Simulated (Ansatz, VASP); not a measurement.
**Two plane-wave programs on CsAs**

INCAR

```
ALGO = Normal ; EDIFF = 1E-7
EDIFFG = -0.04 ; ENCUT = 600
GGA = PE ; GGA_COMPAT = False
IBRION = 2 ; ISIF = 3
ISMEAR = 0 ; LASPH = True
LCHARG = False ; LREAL = False
LWAVE = False ; NELM = 120
NELMIN = 4 ; NSW = 90
PREC = Accurate ; SIGMA = 0.1
```

Contents of KPOINTS:

```
k-points
0
Gamma
  6 6 6
```

File POSCAR:

```
CsAs
1.0
    0.0000000000      3.2282402227      3.2282402227
    3.2282402227      0.0000000000      3.2282402227
    3.2282402227      3.2282402227      0.0000000000
Cs As
1 1
Direct
    0.0000000000      0.0000000000      0.0000000000
    0.5000000000      0.5000000000      0.5000000000
```

Input for Ansatz:

```yaml
crystal:
  lattice:
    - [0.0, 3.2282402227, 3.2282402227]
    - [3.2282402227, 0.0, 3.2282402227]
    - [3.2282402227, 3.2282402227, 0.0]
  atoms:
    - { symbol: Cs, position: [0.0, 0.0, 0.0] }
    - { symbol: As, position: [0.5, 0.5, 0.5] }
basis:
  ecutwfc: 420
kpoints:
  mp_grid: { grid: [6, 6, 6] }
hamiltonian:
  xc: pbe
scf:
  occupations: { method: gaussian, width: 0.1 }
  lower_state_search: "off"
output:
  forces: true
  stress: true
  eigenvalues: true
relax:
  adjacent_minimum: "off"
  f_tol: 0.04
  max_steps: 70
  cell: { stress_tol: 0.4 }
```

Alike in both runs: task relaxation of cell and atoms; functional PBE; k mesh 6 × 6 × 6; occupations gaussian, width 0.1 eV; no spin polarisation.

|  | VASP | Ansatz |
| --- | --- | --- |
| version | VASP 6.6.1 | Ansatz 0.2.0 |
| potentials or method | VASP PAW PBE potentials, release 64 (Cs_sv, As_d), cutoff 600 eV | scalar-relativistic, plane waves, PAW |
| valence electrons in the cell | 24 | 24 |

```tsv
	VASP	Ansatz	Ansatz less VASP
gap on the k mesh at the Fermi level, each at its own relaxed structure (eV)	none	none	-
relaxed volume (Å³/atom)	49.98	49.39	-0.590
relaxed cell length with the largest relative difference (Å)	5.209	5.189	-0.0206
```

A gap of «none» marks a metal or a gap that the smearing closes.

Neither program's run includes spin-orbit coupling. Noted on VASP's run: the volume moved by over 15 % at a fixed basis, so the end points are rough.
